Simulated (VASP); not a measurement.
# Rh (Fm-3m) in VASP: further runs

The runs below take Rh through single point, with PBE.

Everything below comes from runs of VASP 6.6.1. Logs are shortened: lines on timing, memory, paths and dates and some standing lists are left out, and cuts for length are marked.

## 1. The cell of the first run

Symmetry: Fm-3m, No. 225, cubic system. Conventional cell: a = 3.796 Å, b = 3.796 Å, c = 3.796 Å, α = 90.00°, β = 90.00°, γ = 90.00°. Within 3.5 Å of Rh (site symmetry m-3m) lie 12 Rh at 2.68 Å.

## 2. Single point, PBE

Input file INCAR:

```
PREC = Accurate
ENCUT = 500
EDIFF = 1E-6
ISMEAR = 1
SIGMA = 0.25
LREAL = False
LASPH = True
NELM = 120
ALGO = Normal
ISIF = 2
LWAVE = False
LCHARG = True
GGA = PE
LELF = True
LVHAR = True
NBANDS = 14
GGA_COMPAT = False
```

Input file KPOINTS:

```
regular mesh
0
Gamma
  14 14 14
```

Input file POSCAR:

```
Rh
1.0
    0.0000000000      1.8978500000      1.8978500000
    1.8978500000      0.0000000000      1.8978500000
    1.8978500000      1.8978500000      0.0000000000
Rh
1
Direct
    0.0000000000      0.0000000000      0.0000000000
```

Potentials or basis: VASP PAW PBE potentials, release 64 (Rh_pv).

The run is started by

```console
$ cat potpaw_PBE.64/Rh_pv/POTCAR > POTCAR
$ mpirun -np 1 vasp_std > vasp.out
```

OUTCAR:

```text
PREC = Accurate
   ENCUT = 500
   EDIFF = 1E-6
   ISMEAR = 1
   LREAL = False
   LASPH = True
   NELM = 120
   ISIF = 2
   GGA = PE

 ion  position               nearest neighbor table
   1  0.000  0.000  0.000-

  LATTYP: Found a face centered cubic cell.
 ALAT       =     3.7957000000

  Lattice vectors:

 A1 = (   0.0000000000,   1.8978500000,   1.8978500000)
 A2 = (   1.8978500000,   0.0000000000,   1.8978500000)
 A3 = (   1.8978500000,   1.8978500000,   0.0000000000)

Analysis of symmetry for initial positions (statically):
=====================================================================
 Subroutine PRICEL returns:
 Original cell was already a primitive cell.

 Routine SETGRP: Setting up the symmetry group for a
 face centered cubic supercell.

 Subroutine GETGRP returns: Found 48 space group operations
 (whereof 48 operations were pure point group operations)
 out of a pool of 48 trial point group operations.

The static configuration has the point symmetry O_h .

Analysis of symmetry for dynamics (positions and initial velocities):
=====================================================================
 Subroutine PRICEL returns:
 Original cell was already a primitive cell.

 Routine SETGRP: Setting up the symmetry group for a
 face centered cubic supercell.

 Subroutine GETGRP returns: Found 48 space group operations
 (whereof 48 operations were pure point group operations)
 out of a pool of 48 trial point group operations.

The dynamic configuration has the point symmetry O_h .

 Subroutine INISYM returns: Found 48 space group operations
 (whereof 48 operations are pure point group operations),
 and found     1 'primitive' translations

----------------------------------------------------------------------------------------

                                     Primitive cell

  volume of cell :      13.6715

  direct lattice vectors                    reciprocal lattice vectors
     0.000000000  1.897850000  1.897850000    -0.263456016  0.263456016  0.263456016
     1.897850000  0.000000000  1.897850000     0.263456016 -0.263456016  0.263456016
     1.897850000  1.897850000  0.000000000     0.263456016  0.263456016 -0.263456016

  length of vectors
     2.683965209  2.683965209  2.683965209     0.456319205  0.456319205  0.456319205

  position of ions in fractional coordinates (direct lattice)
     0.000000000  0.000000000  0.000000000

  ion indices of the primitive-cell ions
   primitive index   ion index
                 1           1

----------------------------------------------------------------------------------------

 KPOINTS: regular mesh

Automatic generation of k-mesh.
 Grid dimensions read from file:
 generate k-points for:   14   14   14

 Generating k-lattice:

  Cartesian coordinates                     Fractional coordinates (reciprocal lattice)
    -0.018818287  0.018818287  0.018818287     0.071428571  0.000000000  0.000000000
     0.018818287 -0.018818287  0.018818287     0.000000000  0.071428571  0.000000000
     0.018818287  0.018818287 -0.018818287     0.000000000  0.000000000  0.071428571

  Length of vectors
     0.032594229  0.032594229  0.032594229

  Shift w.r.t. Gamma in fractional coordinates (k-lattice)
     0.000000000  0.000000000  0.000000000

 Subroutine IBZKPT returns following result:
 ===========================================

 Found    104 irreducible k-points:

 Following reciprocal coordinates:
            Coordinates               Weight
  0.000000  0.000000  0.000000      1.000000
  0.071429  0.000000  0.000000      8.000000
  0.142857  0.000000  0.000000      8.000000
  0.214286  0.000000  0.000000      8.000000
  0.285714  0.000000  0.000000      8.000000
  0.357143  0.000000  0.000000      8.000000
[... 16 lines left out ...]
  0.214286  0.142857  0.000000     24.000000
  0.285714  0.142857  0.000000     24.000000
 [... further k-points ...]
   k-points           NKPTS =    104   k-points in BZ     NKDIM =    104   number of bands    NBANDS=     14
   number of dos      NEDOS =    301   number of ions     NIONS =      1
   total plane-waves  NPLWV =   8000
   dimension x,y,z NGX =    20 NGY =   20 NGZ =   20
   dimension x,y,z NGXF=    40 NGYF=   40 NGZF=   40
   ions per type =               1
   NGX,Y,Z   is equivalent  to a cutoff of  12.39, 12.39, 12.39 a.u.
   NGXF,Y,Z  is equivalent  to a cutoff of  24.78, 24.78, 24.78 a.u.
 SYSTEM =  unknown system
   PREC   = accura    normal or accurate (medium, high low for compatibility)
   ISTART =      0    job   : 0-new  1-cont  2-samecut
   ICHARG =      2    charge: 1-file 2-atom 10-const
   ISPIN  =      1    spin polarized calculation?
   LNONCOLLINEAR =      F non collinear calculations
   LSORBIT =      F    spin-orbit coupling
   LASPH  =      T    aspherical Exc in radial PAW
   ENCUT  =  500.0 eV  36.75 Ry    6.06 a.u.   4.89  4.89  4.89*2*pi/ulx,y,z
   NELM   =    120;   NELMIN=  2; NELMDL= -5     # of ELM steps
   EDIFF  = 0.1E-05   stopping-criterion for ELM
   LREAL  =      F    real-space projection
   EDIFFG = 0.1E-04   stopping-criterion for IOM
   NSW    =      0    number of steps for IOM
   IBRION =     -1    ionic relax: 0-MD 1-quasi-New 2-CG
   NFREE  =      0    steps in history (QN), initial steepest desc. (CG)
   ISIF   =      2    stress and relaxation
   ISYM   =      2    0-nonsym 1-usesym 2-fastsym
   POTIM  = 0.5000    time-step for ionic-motion
   TEBEG  =    0.0;   TEEND  =   0.0 temperature during run
   PSTRESS=    0.0 pullay stress
   NELECT =      15.0000    total number of electrons
   NUPDOWN=      -1.0000    fix difference up-down
   EMIN   =  10.00;   EMAX   =-10.00  energy-range for DOS
   EFERMI =   0.00;   METHOD = LEGACY
   ISMEAR =     1;   SIGMA  =   0.25  broadening in eV -4-tet -1-fermi 0-gaus
   EFERMI_NEDOS =   21; number of points for ismear=-14 and -15
   IALGO  =     38    algorithm
   IMIX   =      4    mixing-type and parameters
     AMIX     =   0.40;   BMIX     =  1.00
     AMIX_MAG =   1.60;   BMIX_MAG =  1.00
  volume/ion in A,a.u.               =      13.67        92.26
  Fermi-wavevector in a.u.,A,eV,Ry     =   1.688496  3.190795 38.790465  2.851019
  Thomas-Fermi vector in A             =   2.770792
   LORBIT       =      0    0 simple, 1 ext, 2 COOP (PROOUT), +10 PAW based schemes
   GGA     = PE    functional components
   LHFCALC =     F    Hartree Fock is set to
   AEXX    =    0.0000 exact exchange contribution
   IVDW    =     0    specifies the selected vdW correction
   LEPSILON=     F    determine dielectric tensor
   LRPA    =     F    only Hartree local field effects (RPA)
 non-spin polarized calculation
 Methfessel and Paxton  Order N= 1 SIGMA  =   0.25
  energy-cutoff  :      500.00
  volume of cell :       13.67
 maximum number of plane-waves:       356
   NGX =  9   NGY =  9   NGZ =  9

 number of electron      15.0000007 magnetization

 Free energy of the ion-electron system (eV)
  ---------------------------------------------------
  ext. energy  EPLUGINS =         0.00000000
  ---------------------------------------------------
  free energy    TOTEN  =        -7.24925332 eV

  energy without entropy =       -7.25412614  energy(sigma->0) =       -7.25087759

 E-fermi :  12.0047     XC(G=0): -14.0666

 val. band max:       12.0022309347   @ k =   0.3571   0.0714   0.0000
 cond. band min:      12.0086526003   @ k =   0.4286   0.2857   0.0714
 fundamental gap:      0.0064216656
 Fermi energy:        12.0046940660

 k-point     1 :       0.0000    0.0000    0.0000
  band No.  band energies     occupation
      1     -34.3722      2.00000
      2     -34.3722      2.00000
      3     -34.3722      2.00000
      4       4.0071      2.00000
      5       8.9088      2.00000
      6       8.9088      2.00000
      7       8.9088      2.00000
      8      11.0142      2.00000
      9      11.0142      2.00000
     10      27.9995      0.00000
     11      32.5428      0.00000
     12      33.4926      0.00000
     13      33.4926      0.00000
     14      33.4926      0.00000

 k-point     2 :       0.0714    0.0000    0.0000
  band No.  band energies     occupation
      1     -34.4105      2.00000
      2     -34.3774      2.00000
      3     -34.3774      2.00000
      4       4.2130      2.00000
      5       8.8184      2.00000
      6       8.9886      2.00000
      7       8.9886      2.00000
      8      10.9701      2.00000
      9      10.9701      2.00000
     10      28.2974      0.00000
     11      32.4037      0.00000
     12      32.5499      0.00000
     13      33.7950      0.00000
     14      33.7950      0.00000

 k-point     3 :       0.1429    0.0000    0.0000
  band No.  band energies     occupation
      1     -34.5170      2.00000
      2     -34.3918      2.00000
      3     -34.3918      2.00000
      4       4.7824      2.00000
      5       8.6253      2.00000
      6       9.1737      2.00000
      7       9.1737      2.00000
      8      10.9037      2.00000
      9      10.9037      2.00000
     10      29.0174      0.00000
     11      30.4139      0.00000
     12      32.5441      0.00000
     13      34.6529      0.00000
     14      34.6529      0.00000
[... 324 lines left out ...]
 k-point    23 :       0.2143    0.1429    0.0000
  band No.  band energies     occupation
      1     -34.6111      2.00000
      2     -34.4503      2.00000
      3     -34.4441      2.00000
      4       5.6344      2.00000
      5       7.9693      2.00000
      6       9.5781      2.00000
      7       9.7246      2.00000
      8      10.3483      2.00000
      9      11.4343      2.00581
     10      30.0257      0.00000
     11      30.3778      0.00000
     12      32.5430      0.00000
     13      33.0380      0.00000
     14      33.5935      0.00000

 k-point    24 :       0.2857    0.1429    0.0000
  band No.  band energies     occupation
      1     -34.7469      2.00000
      2     -34.4761      2.00000
      3     -34.4680      2.00000
      4       6.2693      2.00000
      5       7.8914      2.00000
      6       9.2575      2.00000
      7       9.8235      2.00000
      8      11.0921      2.00000
      9      11.7459      2.05684
     10      28.0261      0.00000
     11      30.4464      0.00000
     12      32.5422      0.00000
     13      32.7388      0.00000
     14      33.9865      0.00000

 [... further k-points ...]
[... 5 lines left out ...]
  --------------------------------------------------------------------------------------
  -------------------------------------------------------------------------------------
  Total        0.6329506      0.6329506      0.6329506     -0.0000000      0.0000000      0.0000000
  in kB       74.1762324     74.1762324     74.1762324     -0.0000000      0.0000000      0.0000000
  external PRESSURE =      74.1762324 kB  Pullay stress =       0.0000000 kB

 VOLUME and BASIS-vectors are now :
 -----------------------------------------------------------------------------
  energy-cutoff  :      500.00
  volume of cell :       13.67
      direct lattice vectors                 reciprocal lattice vectors
     0.000000000  1.897850000  1.897850000    -0.263456016  0.263456016  0.263456016
     1.897850000  0.000000000  1.897850000     0.263456016 -0.263456016  0.263456016
     1.897850000  1.897850000  0.000000000     0.263456016  0.263456016 -0.263456016

 POSITION                                       TOTAL-FORCE (eV/Angst)
 -----------------------------------------------------------------------------------
      0.00000      0.00000      0.00000        -0.000000      0.000000     -0.000000
 -----------------------------------------------------------------------------------
    total drift:                                0.000000      0.000000      0.000000

  FREE ENERGIE OF THE ION-ELECTRON SYSTEM (eV)
  ---------------------------------------------------
  free  energy   TOTEN  =        -7.2492533155 eV

  energy  without entropy=       -7.2541261417  energy(sigma->0) =       -7.25087759
```

It took 6.4 s on 1 thread of Intel Xeon 6975P-C (Granite Rapids), shared host; peak memory 0.13 GiB.

Results:

```yaml
Free_energy: -7.2493 eV
Pressure: 7.4 GPa
```

## 3. Single point, PBE

Input file INCAR:

```
SYSTEM = Rh
ALGO     = Normal         ! electronic algorithm
EDIFF    = 1E-6           ! SCF threshold, eV
ENCUT    = 500            ! plane-wave cutoff, eV
GGA      = PE             ! functional
GGA_COMPAT= .False.      
ISIF     = 2              ! what is computed and relaxed
ISMEAR   = 1              ! smearing method
LASPH    = .True.         ! aspherical terms in the spheres
LCHARG   = .False.        ! write CHGCAR
LREAL    = .False.        ! projectors in reciprocal space
LWAVE    = .False.        ! write WAVECAR
NBANDS   = 14             ! bands
NELM     = 120            ! most SCF steps
PREC     = Accurate       ! precision mode
SIGMA    = 0.1            ! smearing width, eV
```

Input file KPOINTS:

```
k-points
0
Gamma
  14 14 14
  0 0 0
```

POSCAR is that of step 2.

Potentials or basis: VASP PAW PBE potentials, release 64 (Rh_pv).

The run is started by

```console
$ cat potpaw_PBE.64/Rh_pv/POTCAR > POTCAR
$ mpirun -np 1 vasp_std > vasp.out
```

It took 6.8 s on 1 thread of Intel Xeon 6975P-C (Granite Rapids), shared host; peak memory 0.13 GiB.

The run converged. Its results:

| Item | Value |
| --- | --- |
| Free energy | -7.2496 eV |
| Pressure | 7.6 GPa |

Levels at points of the mesh, in eV from the Fermi level:
```
           k point  band 4  band 5  band 6  band 7  band 8  band 9  band 10  band 11
(0.00, 0.00, 0.00)   -7.97   -3.06   -3.06   -3.06   -0.96   -0.96    16.02    20.57
(0.50, 0.00, 0.00)   -6.13   -3.15   -3.15    0.62    0.62    0.76     8.74    15.53
(0.50, 0.50, 0.00)   -6.33   -5.96    0.59    1.04    1.04    3.30    12.38    13.39
```

## 4. Single point, PBE

Input file INCAR:

```
  PREC = Accurate
  ENCUT = 500
  EDIFF = 1E-6
  ISMEAR = 1
  SIGMA = 0.05
  LREAL = F
  LASPH = T
  NELM = 120
  ALGO = Normal
  ISIF = 2
  LWAVE = F
  LCHARG = T
  GGA = PE
  LELF = T
  LVHAR = T
  NBANDS = 14
  GGA_COMPAT = F
```

Input file KPOINTS:

```
Automatic mesh
0
Gamma
  14 14 14
```

POSCAR is that of step 3.

The run is started by

```console
$ cat potpaw_PBE.64/Rh_pv/POTCAR > POTCAR
$ mpirun -np 1 vasp_std > vasp.out
```

Wall time 7.5 s (1 thread of Intel Xeon 6975P-C (Granite Rapids), shared host); peak memory 0.13 GiB.

Results (log left out):

```yaml
Free_energy: -7.2494 eV
Pressure: 7.6 GPa
```

Levels at points of the mesh, in eV from the Fermi level:
```tsv
k point	band 4	band 5	band 6	band 7	band 8	band 9	band 10	band 11
(0.00, 0.00, 0.00)	-7.97	-3.06	-3.06	-3.06	-0.95	-0.95	16.03	20.58
(0.50, 0.00, 0.00)	-6.12	-3.14	-3.14	0.62	0.62	0.76	8.74	15.53
(0.50, 0.50, 0.00)	-6.33	-5.95	0.59	1.05	1.05	3.31	12.39	13.39
```

## 5. Single point, PBE

Input file INCAR:

```
ALGO = Normal ; EDIFF = 1E-6
ENCUT = 500 ; GGA = PE
GGA_COMPAT = False ; ISIF = 2
ISMEAR = 1 ; LASPH = True
LCHARG = True ; LELF = True
LREAL = False ; LVHAR = True
LWAVE = False ; NBANDS = 14
NELM = 120 ; PREC = Accurate
SIGMA = 0.025
```

Input file KPOINTS:

```
k-points
0
Gamma
  14 14 14
```

POSCAR is that of step 4.

The run is started by

```console
$ cat potpaw_PBE.64/Rh_pv/POTCAR > POTCAR
$ mpirun -np 1 vasp_std > vasp.out
```

Run time: 7.6 s. Hardware: 1 thread of Intel Xeon 6975P-C (Granite Rapids), shared host; peak memory 0.13 GiB.

Results (log left out):

| Property | Result |
| --- | --- |
| Free energy | -7.2495 eV |
| Pressure | 7.6 GPa |

Levels at points of the mesh, in eV from the Fermi level:
| k point | band 4 | band 5 | band 6 | band 7 | band 8 | band 9 | band 10 | band 11 |
| --- | --- | --- | --- | --- | --- | --- | --- | --- |
| (0.00, 0.00, 0.00) | -7.96 | -3.06 | -3.06 | -3.06 | -0.95 | -0.95 | 16.03 | 20.59 |
| (0.50, 0.00, 0.00) | -6.12 | -3.14 | -3.14 | 0.63 | 0.63 | 0.76 | 8.75 | 15.53 |
| (0.50, 0.50, 0.00) | -6.33 | -5.95 | 0.60 | 1.05 | 1.05 | 3.31 | 12.39 | 13.40 |

## 6. Overview

| smearing | gap on the mesh (eV) | pressure (GPa) |
| --- | --- | --- |
| methfessel-paxton 0.25 eV | none | 7.4 |
| methfessel-paxton 0.1 eV | none | 7.6 |
| methfessel-paxton 0.05 eV | none | 7.6 |
| methfessel-paxton 0.025 eV | none | 7.6 |

Alike in all rows: task single point; level PBE; potentials or basis VASP PAW PBE potentials, release 64 (Rh_pv); no spin polarisation; cell as given; k mesh 14 × 14 × 14; cutoff (eV) 500.

Every run on the cell as given and a fine mesh finds a metal.

Total energies depend on the potentials used, so only differences within one code and one set of settings carry meaning.
